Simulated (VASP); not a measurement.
Input of a VASP 6.6.1 run:

The input POSCAR:

```
Ru
1.0
   -1.5162517521      1.5162517521      1.5162517521
    1.5162517521     -1.5162517521      1.5162517521
    1.5162517521      1.5162517521     -1.5162517521
Ru
1
Direct
    0.0000000000      0.0000000000      0.0000000000
```

File INCAR.step1:

```
PREC     = Accurate       # precision mode
ENCUT    = 550            # plane-wave cutoff, eV
ISMEAR   = -1             # smearing method
SIGMA    = 0.1            # smearing width, eV
LREAL    = F              # projectors in reciprocal space
LASPH    = T              # aspherical terms in the spheres
NELM     = 120            # most SCF steps
NBANDS   = 13             # bands
GGA      = PE             # functional
ALGO     = Normal         # electronic algorithm
EDIFF    = 1E-5           # SCF threshold, eV
LWAVE    = T              # write WAVECAR
LCHARG   = F              # write CHGCAR
GGA_COMPAT= F
```

INCAR.step2

```
PREC     = Accurate       # precision mode
ENCUT    = 550            # plane-wave cutoff, eV
EDIFF    = 1E-6           # SCF threshold, eV
ISMEAR   = -1             # smearing method
SIGMA    = 0.1            # smearing width, eV
LREAL    = F              # projectors in reciprocal space
LASPH    = T              # aspherical terms in the spheres
NELM     = 120            # most SCF steps
ALGO     = Normal         # electronic algorithm
ISIF     = 2              # what is computed and relaxed
LWAVE    = F              # write WAVECAR
LCHARG   = F              # write CHGCAR
METAGGA  = R2SCAN         # meta-GGA
LMIXTAU  = T            
NBANDS   = 13             # bands
ISTART   = 1            
GGA_COMPAT= F
```

The input KPOINTS:

```
regular mesh
0
Gamma
  7 7 7
```

Potentials or basis: VASP PAW PBE potentials, release 64 (Ru_pv).

Command:

```sh
$ cat potpaw_PBE.64/Ru_pv/POTCAR > POTCAR
$ cp INCAR.step1 INCAR
$ mpirun -np 1 vasp_std > vasp.out
$ cp INCAR.step2 INCAR
$ mpirun -np 1 vasp_std > vasp.out
```

Task: What does it give for the pressure?

Result: 1.2 GPa.

Task: Estimate the band gap on the k mesh.

Result: Zero (band 7 reaches 13.62 eV, above the bottom of band 8 at 10.78 eV).

Caveat: the k points lie up to 0.42 Å⁻¹ apart; the PAW data sets were made with another functional, which shifts forces and pressure a little.
